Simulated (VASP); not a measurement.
A run of VASP 6.6.1 is set up as follows.

The input INCAR:

```
PREC     = Accurate       # precision mode
ENCUT    = 600            # plane-wave cutoff, eV
EDIFF    = 1E-6           # SCF threshold, eV
ISMEAR   = -1             # smearing method
SIGMA    = 0.15           # smearing width, eV
LREAL    = F              # projectors in reciprocal space
LASPH    = T              # aspherical terms in the spheres
NELM     = 100            # most SCF steps
ALGO     = Normal         # electronic algorithm
ISIF     = 3              # what is computed and relaxed
LWAVE    = F              # write WAVECAR
LCHARG   = F              # write CHGCAR
GGA      = CA             # functional
IBRION   = 2              # ionic algorithm
NSW      = 80             # ionic steps
EDIFFG   = -0.05          # ionic threshold
```

Contents of KPOINTS:

```
regular mesh
0
Gamma
  7 7 7
```

File POSCAR:

```
Rb
1.0
    0.0000000000      3.6398850000      3.6398850000
    3.6398850000      0.0000000000      3.6398850000
    3.6398850000      3.6398850000      0.0000000000
Rb
1
Direct
    0.0000000000      0.0000000000      0.0000000000
```

Potentials or basis: VASP PAW LDA potentials, release 64 (Rb_sv).

The run is started by

```sh
$ cat potpaw_LDA.64/Rb_sv/POTCAR > POTCAR
$ mpirun -np 1 vasp_std > vasp.out
```

Problem. What does it give for the space group after relaxing (to 0.05 Å)?

Solution. Fm-3m (No. 225).

Problem. Estimate the relaxed cell.

Solution. a = 4.807 Å, b = 4.807 Å, c = 4.807 Å, α = 60.00°, β = 60.00°, γ = 60.00°.

Problem. Estimate the relaxed volume.

Solution. 78.52 Å³/atom.

Final structure:
```cif
data_structure
_symmetry_space_group_name_H-M 'P 1'
_symmetry_Int_Tables_number 1
_cell_length_a 4.8066
_cell_length_b 4.8066
_cell_length_c 4.8066
_cell_angle_alpha 60.000
_cell_angle_beta 60.000
_cell_angle_gamma 60.000
_cell_volume 78.52
loop_
_atom_site_label
_atom_site_type_symbol
_atom_site_fract_x
_atom_site_fract_y
_atom_site_fract_z
_atom_site_occupancy
Rb1 Rb 0.00000 0.00000 0.00000 1
```

Caveat: the volume moved by over 15 % at a fixed basis, so the end points are rough.
